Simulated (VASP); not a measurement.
# TiBe2 (C15 type) (Fd-3m) in VASP: single point with LDA

Aim: the single point of TiBe2 (C15 type) with LDA.

Program: VASP 6.6.1. These are calculated values, not measurements. Logs are shortened: lines on timing, memory, paths and dates and some standing lists are left out, and cuts for length are marked.

## 1. The cell of the first run

It takes space group Fd-3m (No. 227, cubic). Conventional cell: a = 6.298 Å, b = 6.298 Å, c = 6.298 Å, α = 90.00°, β = 90.00°, γ = 90.00°. Within 3.4 Å of Ti (site symmetry -43m) lie 12 Be at 2.61 Å and 4 Ti at 2.73 Å. Be (site symmetry -3m) has 6 Be at 2.23 Å and 6 Ti at 2.61 Å within 2.9 Å.

## 2. Single point, LDA

Input file POSCAR:

```
TiBe2
1.0
    0.0000000000      3.1488036271      3.1488036271
    3.1488036271      0.0000000000      3.1488036271
    3.1488036271      3.1488036271      0.0000000000
Ti Be
2 4
Direct
    0.1250000000      0.1250000000      0.1250000000
   -0.1250000000     -0.1250000000     -0.1250000000
    0.5000000000      0.5000000000      0.5000000000
    0.5000000000      0.5000000000      0.0000000000
    0.5000000000      0.0000000000      0.5000000000
    0.0000000000      0.5000000000      0.5000000000
```

Input file INCAR.step1:

```
SYSTEM = TiBe2
ALGO = Normal ; EDIFF = 1E-6
ENCUT = 520 ; GGA = CA
ISIF = 2 ; ISMEAR = -1
LASPH = .True. ; LCHARG = .True.
LMAXMIX = 4 ; LREAL = .False.
LWAVE = .False. ; NBANDS = 25
NELM = 80 ; PREC = Accurate
SIGMA = 0.05
```

Input file KPOINTS.step1:

```
k-points
0
Gamma
  9 9 9
  0 0 0
```

Input file INCAR.step2:

```
SYSTEM = TiBe2
ALGO = Normal ; EDIFF = 1E-6
ENCUT = 520 ; GGA = CA
ICHARG = 11 ; ISIF = 2
ISMEAR = -5 ; LASPH = .True.
LCHARG = .False. ; LMAXMIX = 4
LORBIT = 11 ; LREAL = .False.
LWAVE = .False. ; NBANDS = 25
NEDOS = 2001 ; NELM = 80
PREC = Accurate ; SIGMA = 0.05
```

Input file KPOINTS.step2:

```
k-points
0
Gamma
  14 14 14
  0 0 0
```

Potentials or basis: VASP PAW LDA potentials, release 64 (Ti_sv, Be).

Run with:

```console
$ cat potpaw_LDA.64/Ti_sv/POTCAR potpaw_LDA.64/Be/POTCAR > POTCAR
$ cp INCAR.step1 INCAR
$ cp KPOINTS.step1 KPOINTS
$ mpirun -np 1 vasp_std > vasp.out
$ cp INCAR.step2 INCAR
$ cp KPOINTS.step2 KPOINTS
$ mpirun -np 1 vasp_std > vasp.out
```

OUTCAR:

```text
SYSTEM = TiBe2
   EDIFF = 1E-6
   ENCUT = 520
   GGA = CA
   ICHARG = 11
   ISIF = 2
   ISMEAR = -5
   LASPH = .True.
   LORBIT = 11
   LREAL = .False.
   NELM = 80
   PREC = Accurate

 ion  position               nearest neighbor table
   1  0.125  0.125  0.125-   4 2.61   5 2.61   6 2.61   3 2.61   5 2.61   6 2.61   3 2.61   4 2.61
                             6 2.61   3 2.61   4 2.61   5 2.61   2 2.73   2 2.73   2 2.73   2 2.73
   2  0.875  0.875  0.875-   3 2.61   4 2.61   5 2.61   3 2.61   4 2.61   6 2.61   3 2.61   5 2.61
                             6 2.61   4 2.61   5 2.61   6 2.61   1 2.73   1 2.73   1 2.73   1 2.73
   3  0.500  0.500  0.500-   4 2.23   5 2.23   6 2.23   4 2.23   5 2.23   6 2.23   2 2.61   1 2.61
                             2 2.61   1 2.61   2 2.61   1 2.61
   4  0.500  0.500  0.000-   3 2.23   3 2.23   5 2.23   6 2.23   5 2.23   6 2.23   1 2.61   2 2.61
                             2 2.61   1 2.61   2 2.61   1 2.61
   5  0.500  0.000  0.500-   3 2.23   4 2.23   3 2.23   4 2.23   6 2.23   6 2.23   1 2.61   1 2.61
                             2 2.61   1 2.61   2 2.61   2 2.61
   6  0.000  0.500  0.500-   3 2.23   4 2.23   5 2.23   3 2.23   4 2.23   5 2.23   1 2.61   2 2.61
                             1 2.61   2 2.61   1 2.61   2 2.61

  LATTYP: Found a face centered cubic cell.
 ALAT       =     6.2976072542

  Lattice vectors:

 A1 = (   0.0000000000,   3.1488036271,   3.1488036271)
 A2 = (   3.1488036271,   0.0000000000,   3.1488036271)
 A3 = (   3.1488036271,   3.1488036271,   0.0000000000)

Analysis of symmetry for initial positions (statically):
=====================================================================
 Subroutine PRICEL returns:
 Original cell was already a primitive cell.

 Routine SETGRP: Setting up the symmetry group for a
 face centered cubic supercell.

 Subroutine GETGRP returns: Found 48 space group operations
 (whereof 12 operations were pure point group operations)
 out of a pool of 48 trial point group operations.

The static configuration has the point symmetry D_3d.
 The point group associated with its full space group is O_h .

Analysis of symmetry for dynamics (positions and initial velocities):
=====================================================================
 Subroutine PRICEL returns:
 Original cell was already a primitive cell.

 Routine SETGRP: Setting up the symmetry group for a
 face centered cubic supercell.

 Subroutine GETGRP returns: Found 48 space group operations
 (whereof 12 operations were pure point group operations)
 out of a pool of 48 trial point group operations.

[... 127 lines left out ...]
   EFERMI_NEDOS =   21; number of points for ismear=-14 and -15
   IALGO  =     38    algorithm
   IMIX   =      4    mixing-type and parameters
     AMIX     =   0.40;   BMIX     =  1.00
     AMIX_MAG =   1.60;   BMIX_MAG =  1.00
  volume/ion in A,a.u.               =      10.41        70.23
  Fermi-wavevector in a.u.,A,eV,Ry     =   1.310094  2.475719 23.352322  1.716347
  Thomas-Fermi vector in A             =   2.440648
   LORBIT       =     11    0 simple, 1 ext, 2 COOP (PROOUT), +10 PAW based schemes
   GGA     = CA    functional components
   LHFCALC =     F    Hartree Fock is set to
   AEXX    =    0.0000 exact exchange contribution
   IVDW    =     0    specifies the selected vdW correction
   LEPSILON=     F    determine dielectric tensor
   LRPA    =     F    only Hartree local field effects (RPA)
 non-spin polarized calculation
 Fermi weights with tetrahedron method with Bloechl corrections
  energy-cutoff  :      520.00
  volume of cell :       62.44
 maximum number of plane-waves:      1704
 NGX is ok and might be reduce to    36

 number of electron      31.9999995 magnetization

 Free energy of the ion-electron system (eV)
  ---------------------------------------------------
  ext. energy  EPLUGINS =         0.00000000
  ---------------------------------------------------
  free energy    TOTEN  =       -34.85921208 eV

  energy without entropy =      -34.85921208  energy(sigma->0) =      -34.85921208

 E-fermi :   7.2162     XC(G=0): -11.5037

 val. band max:        7.2395556892   @ k =   0.5000   0.0000   0.0000
 cond. band min:       7.2195330672   @ k =  -0.2143   0.2857   0.0714
 fundamental gap:     -0.0200226220
 Fermi energy:         7.2162360459

 k-point     1 :       0.0000    0.0000    0.0000
  band No.  band energies     occupation
      1     -48.3539      2.00000
      2     -48.1740      2.00000
      3     -25.1040      2.00000
      4     -25.1040      2.00000
      5     -25.1040      2.00000
      6     -24.7792      2.00000
[... 661 lines left out ...]
     24      12.5813      0.00000
     25      13.8010      0.00000

 [... further k-points ...]

------------------------ aborting loop because EDIFF is reached ----------------------------------------

  FORCE on cell =-STRESS in cart. coord.  units (eV):
  Direction    XX          YY          ZZ          XY          YZ          ZX
  --------------------------------------------------------------------------------------
  -------------------------------------------------------------------------------------
  Total       -0.2032156     -0.2032156     -0.2032156      0.0000000      0.0000000      0.0000000
  in kB       -5.2143594     -5.2143594     -5.2143594      0.0000000      0.0000000      0.0000000
  external PRESSURE =      -5.2143594 kB  Pullay stress =       0.0000000 kB

 VOLUME and BASIS-vectors are now :
 -----------------------------------------------------------------------------
  energy-cutoff  :      520.00
  volume of cell :       62.44
      direct lattice vectors                 reciprocal lattice vectors
     0.000000000  3.148803627  3.148803627    -0.158790467  0.158790467  0.158790467
     3.148803627  0.000000000  3.148803627     0.158790467 -0.158790467  0.158790467
     3.148803627  3.148803627  0.000000000     0.158790467  0.158790467 -0.158790467

 POSITION                                       TOTAL-FORCE (eV/Angst)
 -----------------------------------------------------------------------------------
      0.78720      0.78720      0.78720        -0.000000     -0.000000     -0.000000
      5.51041      5.51041      5.51041         0.000000      0.000000      0.000000
      3.14880      3.14880      3.14880        -0.000000     -0.000000     -0.000000
      1.57440      1.57440      3.14880        -0.000000     -0.000000     -0.000000
      1.57440      3.14880      1.57440        -0.000000     -0.000000     -0.000000
      3.14880      1.57440      1.57440        -0.000000     -0.000000     -0.000000
 -----------------------------------------------------------------------------------
    total drift:                               -0.000000      0.000000      0.000000

  FREE ENERGIE OF THE ION-ELECTRON SYSTEM (eV)
  ---------------------------------------------------
  free  energy   TOTEN  =       -34.8592120766 eV

  energy  without entropy=      -34.8592120766  energy(sigma->0) =      -34.85921208

 total charge

# of ion       s       p       d       tot
------------------------------------------
    1        2.227   6.174   1.979  10.380
    2        2.227   6.174   1.979  10.380
    3        0.441   0.738   0.000   1.179
    4        0.441   0.738   0.000   1.179
    5        0.441   0.738   0.000   1.179
    6        0.441   0.738   0.000   1.179
--------------------------------------------------
tot          6.218  15.299   3.957  25.474
```

OUTCAR.step1:

```text
SYSTEM = TiBe2
   EDIFF = 1E-6
   ENCUT = 520
   GGA = CA
   ISIF = 2
[... 917 lines left out ...]
      3.14880      3.14880      3.14880         0.000000      0.000000     -0.000000
      1.57440      1.57440      3.14880         0.000000      0.000000     -0.000000
      1.57440      3.14880      1.57440         0.000000      0.000000     -0.000000
      3.14880      1.57440      1.57440         0.000000      0.000000     -0.000000
 -----------------------------------------------------------------------------------
    total drift:                                0.000000      0.000000      0.000000

  FREE ENERGIE OF THE ION-ELECTRON SYSTEM (eV)
  ---------------------------------------------------
  free  energy   TOTEN  =       -34.8922556229 eV

  energy  without entropy=      -34.8225009552  energy(sigma->0) =      -34.85737829
```

It took 4.9 min on 1 thread of AMD EPYC 7R43 (Zen 3), shared host; peak memory 0.22 GiB.

What came out:

- Valence electrons inside the program's atomic spheres: Ti 10.38; Be 1.18
